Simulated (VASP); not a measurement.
Dy, 1 atom in the cell. Symmetry: Fm-3m, No. 225, cubic system. Conventional cell: a = 5.035 Å, b = 5.035 Å, c = 5.035 Å, α = 90.00°, β = 90.00°, γ = 90.00°. Dy (site symmetry m-3m) has 12 Dy at 3.56 Å within 4.7 Å. This isn't the form of Dy at room conditions, which is hcp.

- Program: VASP 6.6.1
- Task: single point
- Functional: PBE
- Potentials or basis: VASP PAW PBE potentials, release 64 (Dy)
- Cutoff: 600 eV
- k mesh: 8 × 8 × 8
- Occupations: gaussian, width 0.05 eV
- Spin: collinear spin, ferromagnetic start
- Starting moments: [5.17] μB
- Dipole correction: no
- Further INCAR settings: ALGO = Normal; EDIFF = 1e-06; NBANDS = 20

Potentials or basis: VASP PAW PBE potentials, release 64 (Dy).

Launch:

```console
$ cat potpaw_PBE.64/Dy/POTCAR > POTCAR
$ mpirun -np 1 vasp_std > vasp.out
```

Hardware: 1 thread of Intel Xeon 8259CL, on a shared host.

Q: Estimate the wall time of this run.

A: Wall time 89 s on 1 thread of Intel Xeon 8259CL (shared host), peak memory 0.21 GiB. Counts: scf iterations 32, k points 29.
